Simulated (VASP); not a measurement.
# Sb (P6_3/mmc) in VASP: a series of runs, part 2 of 2

VASP 6.6.1. Earlier steps stand in the parts before.

## 5. Single point, PBE (strained)

The input, INCAR:

```
PREC = Accurate
ENCUT = 520
EDIFF = 1E-6
ISMEAR = 0
SIGMA = 0.1
LREAL = False
LASPH = True
NELM = 80
ALGO = Normal
ISIF = 2
LWAVE = False
LCHARG = False
GGA = PE
NBANDS = 12
```

The input, KPOINTS:

```
Automatic mesh
0
Gamma
  15 15 8
```

The input, POSCAR:

```
Sb
1.0
    3.4046778914      0.0000000000      0.0000000000
   -1.7023389458      2.9485375457      0.0000000000
    0.0000000000      0.0000000000      4.9067447000
Sb
2
Direct
    0.3333333333      0.6666666667      0.2500000000
    0.6666666667      0.3333333333      0.7500000000
```

Potentials or basis: VASP PAW PBE potentials, release 64 (Sb).

Started as:

```console
$ cat potpaw_PBE.64/Sb/POTCAR > POTCAR
$ mpirun -np 1 vasp_std > vasp.out
```

OUTCAR:

```text
PREC = Accurate
   ENCUT = 520
   EDIFF = 1E-6
   ISMEAR = 0
   LREAL = False
   LASPH = True
   NELM = 80
   ISIF = 2
   GGA = PE

 ion  position               nearest neighbor table
   1  0.333  0.667  0.250-   2 3.14   2 3.14   2 3.14   2 3.14   2 3.14   2 3.14
   2  0.667  0.333  0.750-   1 3.14   1 3.14   1 3.14   1 3.14   1 3.14   1 3.14

  LATTYP: Found a hexagonal cell.
 ALAT       =     3.4046778914
 C/A-ratio  =     1.4411773614

  Lattice vectors:

 A1 = (   3.4046778914,   0.0000000000,   0.0000000000)
 A2 = (  -1.7023389458,   2.9485375457,   0.0000000000)
 A3 = (   0.0000000000,   0.0000000000,   4.9067447000)

Analysis of symmetry for initial positions (statically):
=====================================================================
 Subroutine PRICEL returns:
 Original cell was already a primitive cell.

 Routine SETGRP: Setting up the symmetry group for a
 hexagonal supercell.

 Subroutine GETGRP returns: Found 24 space group operations
 (whereof 12 operations were pure point group operations)
 out of a pool of 24 trial point group operations.

The static configuration has the point symmetry D_3d.
 The point group associated with its full space group is D_6h.

Analysis of symmetry for dynamics (positions and initial velocities):
=====================================================================
 Subroutine PRICEL returns:
 Original cell was already a primitive cell.

 Routine SETGRP: Setting up the symmetry group for a
 hexagonal supercell.

 Subroutine GETGRP returns: Found 24 space group operations
 (whereof 12 operations were pure point group operations)
 out of a pool of 24 trial point group operations.

The dynamic configuration has the point symmetry D_3d.
 The point group associated with its full space group is D_6h.

 Subroutine INISYM returns: Found 24 space group operations
 (whereof 12 operations are pure point group operations),
 and found     1 'primitive' translations

----------------------------------------------------------------------------------------

                                     Primitive cell

  volume of cell :      49.2579

  direct lattice vectors                    reciprocal lattice vectors
     3.404677891  0.000000000  0.000000000     0.293713541  0.169575592  0.000000000
    -1.702338946  2.948537546  0.000000000     0.000000000  0.339151184  0.000000000
     0.000000000  0.000000000  4.906744700     0.000000000  0.000000000  0.203801107

  length of vectors
     3.404677891  3.404677891  4.906744700     0.339151184  0.339151184  0.203801107

  position of ions in fractional coordinates (direct lattice)
     0.333333333  0.666666667  0.250000000
     0.666666667  0.333333333  0.750000000

  ion indices of the primitive-cell ions
   primitive index   ion index
                 1           1
                 2           2

----------------------------------------------------------------------------------------

 KPOINTS: Automatic mesh

Automatic generation of k-mesh.
 Grid dimensions read from file:
 generate k-points for:   15   15    8

 Generating k-lattice:

  Cartesian coordinates                     Fractional coordinates (reciprocal lattice)
     0.019580903  0.011305039  0.000000000     0.066666667  0.000000000  0.000000000
     0.000000000  0.022610079  0.000000000     0.000000000  0.066666667  0.000000000
     0.000000000  0.000000000  0.025475138     0.000000000  0.000000000  0.125000000

  Length of vectors
     0.022610079  0.022610079  0.025475138

  Shift w.r.t. Gamma in fractional coordinates (k-lattice)
     0.000000000  0.000000000  0.000000000

 Subroutine IBZKPT returns following result:
 ===========================================

 Found    135 irreducible k-points:

 Following reciprocal coordinates:
            Coordinates               Weight
  0.000000  0.000000  0.000000      1.000000
  0.066667  0.000000  0.000000      6.000000
  0.133333  0.000000  0.000000      6.000000
  0.200000  0.000000  0.000000      6.000000
  0.266667  0.000000  0.000000      6.000000
  0.333333  0.000000  0.000000      6.000000
[... 16 lines left out ...]
  0.333333  0.200000  0.000000     12.000000
  0.400000  0.200000  0.000000      6.000000
 [... further k-points ...]
   k-points           NKPTS =    135   k-points in BZ     NKDIM =    135   number of bands    NBANDS=     12
   number of dos      NEDOS =    301   number of ions     NIONS =      2
   total plane-waves  NPLWV =  28224
   dimension x,y,z NGX =    28 NGY =   28 NGZ =   36
   dimension x,y,z NGXF=    56 NGYF=   56 NGZF=   72
   ions per type =               2
   NGX,Y,Z   is equivalent  to a cutoff of  13.67, 13.67, 12.20 a.u.
   NGXF,Y,Z  is equivalent  to a cutoff of  27.34, 27.34, 24.39 a.u.
 SYSTEM =  unknown system
   PREC   = accura    normal or accurate (medium, high low for compatibility)
   ISTART =      0    job   : 0-new  1-cont  2-samecut
   ICHARG =      2    charge: 1-file 2-atom 10-const
   ISPIN  =      1    spin polarized calculation?
   LNONCOLLINEAR =      F non collinear calculations
   LSORBIT =      F    spin-orbit coupling
   LASPH  =      T    aspherical Exc in radial PAW
   ENCUT  =  520.0 eV  38.22 Ry    6.18 a.u.   6.33  6.33  9.12*2*pi/ulx,y,z
   NELM   =     80;   NELMIN=  2; NELMDL= -5     # of ELM steps
   EDIFF  = 0.1E-05   stopping-criterion for ELM
   LREAL  =      F    real-space projection
   EDIFFG = 0.1E-04   stopping-criterion for IOM
   NSW    =      0    number of steps for IOM
   IBRION =     -1    ionic relax: 0-MD 1-quasi-New 2-CG
   NFREE  =      0    steps in history (QN), initial steepest desc. (CG)
   ISIF   =      2    stress and relaxation
   ISYM   =      2    0-nonsym 1-usesym 2-fastsym
   POTIM  = 0.5000    time-step for ionic-motion
   TEBEG  =    0.0;   TEEND  =   0.0 temperature during run
   PSTRESS=    0.0 pullay stress
   NELECT =      10.0000    total number of electrons
   NUPDOWN=      -1.0000    fix difference up-down
   EMIN   =  10.00;   EMAX   =-10.00  energy-range for DOS
   EFERMI =   0.00;   METHOD = LEGACY
   ISMEAR =     0;   SIGMA  =   0.10  broadening in eV -4-tet -1-fermi 0-gaus
   EFERMI_NEDOS =   21; number of points for ismear=-14 and -15
   IALGO  =     38    algorithm
   IMIX   =      4    mixing-type and parameters
     AMIX     =   0.40;   BMIX     =  1.00
     AMIX_MAG =   1.60;   BMIX_MAG =  1.00
  volume/ion in A,a.u.               =      24.63       166.20
  Fermi-wavevector in a.u.,A,eV,Ry     =   0.962165  1.818228 12.595743  0.925761
  Thomas-Fermi vector in A             =   2.091600
   LORBIT       =      0    0 simple, 1 ext, 2 COOP (PROOUT), +10 PAW based schemes
   GGA     = PE    functional components
   LHFCALC =     F    Hartree Fock is set to
   AEXX    =    0.0000 exact exchange contribution
   IVDW    =     0    specifies the selected vdW correction
   LEPSILON=     F    determine dielectric tensor
   LRPA    =     F    only Hartree local field effects (RPA)
 non-spin polarized calculation
 Gauss-broadening in eV      SIGMA  =   0.10
  energy-cutoff  :      520.00
  volume of cell :       49.26
 maximum number of plane-waves:      1344
 NGX is ok and might be reduce to    28
   NGX = 13   NGY = 13   NGZ = 19

 number of electron      10.0000000 magnetization

 Free energy of the ion-electron system (eV)
  ---------------------------------------------------
  ext. energy  EPLUGINS =         0.00000000
  ---------------------------------------------------
  free energy    TOTEN  =        -7.57805463 eV

  energy without entropy =       -7.57039981  energy(sigma->0) =       -7.57422722

 E-fermi :   9.6612     XC(G=0): -10.6167

 val. band max:        9.6583343249   @ k =   0.3333   0.0667   0.0000
 cond. band min:       9.6626209579   @ k =   0.4000   0.1333   0.0000
 fundamental gap:      0.0042866330
 Fermi energy:         9.6611953316

 k-point     1 :       0.0000    0.0000    0.0000
  band No.  band energies     occupation
      1      -3.9712      2.00000
      2       1.7042      2.00000
      3       3.6518      2.00000
      4      12.2284      0.00000
      5      12.2284      0.00000
      6      14.5341      0.00000
      7      14.5341      0.00000
      8      16.2026      0.00000
      9      17.2670      0.00000
     10      17.9944      0.00000
     11      19.5823      0.00000
     12      19.5823      0.00000
[... 331 lines left out ...]
 k-point    24 :       0.4000    0.2000    0.0000
  band No.  band energies     occupation
      1       0.0445      2.00000
      2       1.2944      2.00000
      3       5.3219      2.00000
      4       7.6924      2.00000
      5       7.6926      2.00000
      6       8.0177      2.00000
      7       9.4318      1.99882
      8      11.2076      0.00000
      9      14.2518      0.00000
     10      17.0893      0.00000
     11      22.0804      0.00000
     12      22.6377      0.00000

 [... further k-points ...]
[... 5 lines left out ...]
  --------------------------------------------------------------------------------------
  -------------------------------------------------------------------------------------
  Total        2.5365036      2.5365036      2.6265314     -0.0000000      0.0000000      0.0000000
  in kB       82.5030325     82.5030325     85.4313017     -0.0000000      0.0000000      0.0000000
  external PRESSURE =      83.4791222 kB  Pullay stress =       0.0000000 kB

 VOLUME and BASIS-vectors are now :
 -----------------------------------------------------------------------------
  energy-cutoff  :      520.00
  volume of cell :       49.26
      direct lattice vectors                 reciprocal lattice vectors
     3.404677891  0.000000000  0.000000000     0.293713541  0.169575592  0.000000000
    -1.702338946  2.948537546  0.000000000     0.000000000  0.339151184  0.000000000
     0.000000000  0.000000000  4.906744700     0.000000000  0.000000000  0.203801107

 POSITION                                       TOTAL-FORCE (eV/Angst)
 -----------------------------------------------------------------------------------
     -0.00000      1.96569      1.22669        -0.000000      0.000000      0.000000
      1.70234      0.98285      3.68006         0.000000     -0.000000      0.000000
 -----------------------------------------------------------------------------------
    total drift:                                0.000000     -0.000000      0.000000

  FREE ENERGIE OF THE ION-ELECTRON SYSTEM (eV)
  ---------------------------------------------------
  free  energy   TOTEN  =        -7.5780546257 eV

  energy  without entropy=       -7.5703998055  energy(sigma->0) =       -7.57422722
```

OSZICAR:

```text
N       E                     dE             d eps       ncg     rms          rms(c)
DAV:   1     0.348015967463E+02    0.34802E+02   -0.36796E+03  3240   0.674E+02
DAV:   2    -0.584957010517E+01   -0.40651E+02   -0.39414E+02  4236   0.111E+02
DAV:   3    -0.757462976595E+01   -0.17251E+01   -0.17066E+01  4068   0.253E+01
DAV:   4    -0.758741828142E+01   -0.12789E-01   -0.12783E-01  3736   0.263E+00
DAV:   5    -0.758755149596E+01   -0.13321E-03   -0.13321E-03  3920   0.293E-01    0.294E+00
DAV:   6    -0.758149204026E+01    0.60595E-02   -0.22335E-03  3780   0.258E-01    0.170E+00
DAV:   7    -0.757803834747E+01    0.34537E-02   -0.47845E-03  3556   0.375E-01    0.394E-02
DAV:   8    -0.757805326913E+01   -0.14922E-04   -0.93078E-05  3984   0.673E-02    0.152E-02
DAV:   9    -0.757805473702E+01   -0.14679E-05   -0.32115E-06  3768   0.129E-02    0.356E-03
DAV:  10    -0.757805462574E+01    0.11128E-06   -0.88385E-08  2168   0.212E-03
   1 F= -.75780546E+01 E0= -.75742272E+01  d E =-.765482E-02
```

stdout:

```text
POSCAR found type information on POSCAR Sb
 POSCAR found :  1 types and       2 ions
 scaLAPACK will be used
 LDA part: xc-table for (Slater+PW92), standard interpolation
 POSCAR, INCAR and KPOINTS ok, starting setup
 FFT: planning ... GRIDC
 FFT: planning ... GRID_SOFT
 FFT: planning ... GRID
 WAVECAR not read
 entering main loop
```

Run time: 54 s. Hardware: 1 thread of Intel Xeon 8259CL, shared host; peak memory 0.21 GiB.

Results:

| Property | Result |
| --- | --- |
| Free energy | -7.5781 eV |
| Pressure | 8.3 GPa |
| Band gap on the k mesh | zero (bands 5 and 6 overlap by 7.22 eV) |

Caveat: the cell differs from its parent crystal (strained); the cell stands under pressure; spin-orbit coupling is left out, which moves the levels of the heavy elements.

## 6. Summary

| level | potentials or basis | cell | k mesh | gap on the mesh (eV) | pressure (GPa) |
| --- | --- | --- | --- | --- | --- |
| PBE | VASP PAW PBE potentials, release 64 (Sb) | a = 3.476, b = 3.476, c = 5.419 Å, angles 90.0, 90.0, 120.0°, 2 atoms | 12 × 12 × 8 | none | -1.8 |
| LDA | VASP PAW LDA potentials, release 64 (Sb) | a = 3.328, b = 3.328, c = 4.946 Å, angles 90.0, 90.0, 120.0°, 2 atoms | 15 × 15 × 8 | none | 7.0 |
| PBEsol | VASP PAW PBE potentials, release 64 (Sb) | a = 3.292, b = 3.292, c = 5.208 Å, angles 90.0, 90.0, 120.0°, 2 atoms | 15 × 15 × 8 | none | 5.5 |
| PBE | VASP PAW PBE potentials, release 64 (Sb) | a = 3.405, b = 3.405, c = 4.907 Å, angles 90.0, 90.0, 120.0°, 2 atoms | 15 × 15 × 8 | none | 8.3 |

Alike in all rows: task single point; no spin polarisation; cutoff (eV) 520; smearing gaussian 0.1 eV.

Caveats: spin-orbit coupling is left out, which moves the levels of the heavy elements; the cell stands under pressure (at least some runs); the PAW data sets were made with another functional, which shifts forces and pressure a little (at least some runs).

Total energies depend on the potentials used, so only differences within one code and one set of settings carry meaning.
